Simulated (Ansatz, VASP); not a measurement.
# Two plane-wave programs on TaN

```
Ta N
1.0
     0.00000    0.00000   -5.79554
     2.95018   -5.10987    0.00000
    -5.90037    0.00000    0.00000
Ta N
8 8
Direct
  0.25000 0.16667 0.33333
  0.75000 0.16667 0.33333
  0.25000 0.66667 0.33333
  0.75000 0.66667 0.33333
  0.25000 0.16667 0.83333
  0.75000 0.16667 0.83333
  0.25000 0.66667 0.83333
  0.75000 0.66667 0.83333
  0.50000 0.00000 0.50000
  0.00000 0.00000 0.50000
  0.50000 0.50000 0.50000
  0.00000 0.50000 0.50000
  0.50000 0.00000 0.00000
  0.00000 0.00000 0.00000
  0.50000 0.50000 0.00000
  0.00000 0.50000 0.00000
```

Alike in both runs: task single point; functional PBE; k mesh 1 × 1 × 1; occupations gaussian, width 0.1 eV; no spin polarisation.

```csv
,VASP,Ansatz
version,VASP 6.6.1,Ansatz 0.2.0
potentials or method,"VASP PAW PBE potentials, release 64 (Ta_sv_GW, N), cutoff 600 eV","scalar-relativistic, plane waves, PAW"
valence electrons in the cell,144,144
```

Ansatz gave:

| Property | Result |
| --- | --- |
| pressure (GPa) | -4.0 |
| traceless stress, the component that is largest in VASP (GPa) | 1.13 |

Problem. Which values does VASP return?

Solution. Pressure (GPa): -4.1; traceless stress, the component that is largest in VASP (GPa): 1.18.

The k mesh is coarse, so the values compare programs but aren't converged. Neither program's run includes spin-orbit coupling.
